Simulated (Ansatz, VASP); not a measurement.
Given: the input of a run of Ansatz 0.2.0 on YbH3.

The input input.yaml:

```yaml
crystal:
  lattice:
    - [0.0, 2.604971, 2.604971]
    - [2.604971, 0.0, 2.604971]
    - [2.604971, 2.604971, 0.0]
  atoms:
    - { symbol: Yb, position: [0.0, 0.0, 0.0], spin: 2.0 }
    - { symbol: H, position: [0.5, 0.5, 0.5] }
    - { symbol: H, position: [0.25, 0.25, 0.25] }
    - { symbol: H, position: [0.75, 0.75, 0.75] }
hamiltonian:
  xc: pbe
  pseudopotentials: { kind: paw }
magnetization:
  spin_polarized: true
  initial_magnetization: 2.0
  spin_locking: { lock_magnetization: hard }
kpoints:
  mp_grid: { grid: [7, 7, 7] }
scf:
  occupations: { method: fermi_dirac, width: 0.05 }
  lower_state_search: "off"
output:
  forces: true
  stress: true
  eigenvalues: true
```

Potentials or basis: Ansatz PAW.

Command:

```sh
$ ansatz run input.yaml --threads 2 --pin off --max-ram 5632MiB --backend cpu --events-out ev --progress --plain --runs-dir out
```

**Question.** Set up the same calculation for VASP 6.6.1. Potentials there: VASP PAW PBE potentials, release 64 (Yb, H).

**Answer.** As run (the cutoff follows the program's own potentials):

The input INCAR:

```
ALGO     = Normal         # electronic algorithm
EDIFF    = 1E-6           # SCF threshold, eV
ENCUT    = 520            # plane-wave cutoff, eV
GGA      = PE             # functional
ISIF     = 2              # what is computed and relaxed
ISMEAR   = -1             # smearing method
ISPIN    = 2              # spin polarisation
LASPH    = True           # aspherical terms in the spheres
LCHARG   = False          # write CHGCAR
LMAXMIX  = 6              # l up to which the mixer works
LORBIT   = 11             # projections on sites
LREAL    = False          # projectors in reciprocal space
LWAVE    = False          # write WAVECAR
MAGMOM   = 2 0 0 0        # initial moments
NBANDS   = 26             # bands
NELM     = 150            # most SCF steps
NUPDOWN  = 2.0            # fixed moment
PREC     = Accurate       # precision mode
SIGMA    = 0.05           # smearing width, eV
```

The input KPOINTS:

```
k-points
0
Gamma
  7 7 7
```

Contents of POSCAR:

```
YbH3
1.0
    0.0000000000      2.6049710000      2.6049710000
    2.6049710000      0.0000000000      2.6049710000
    2.6049710000      2.6049710000      0.0000000000
Yb H
1 3
Direct
    0.0000000000      0.0000000000      0.0000000000
    0.5000000000      0.5000000000      0.5000000000
    0.2500000000      0.2500000000      0.2500000000
    0.7500000000      0.7500000000      0.7500000000
```

Potentials or basis: VASP PAW PBE potentials, release 64 (Yb, H).

Command:

```sh
$ cat potpaw_PBE.64/Yb/POTCAR potpaw_PBE.64/H/POTCAR > POTCAR
$ mpirun -np 1 vasp_std > vasp.out
```

Both were run:

|  | VASP | Ansatz | Ansatz less VASP |
| --- | --- | --- | --- |
| pressure (GPa) | -3.6 | -3.9 | -0.29 |
| net moment per atom (μB) | 0.50 | 0.50 | 0.000 |
| size of the moment on the site where the two differ most (μB) | 1.13 | 0.96 | -0.172 |

Site moments also hang on the region over which each program counts them. With one functional, cell and mesh, what is left measures potentials, basis and numerics.

Neither program's run includes spin-orbit coupling.
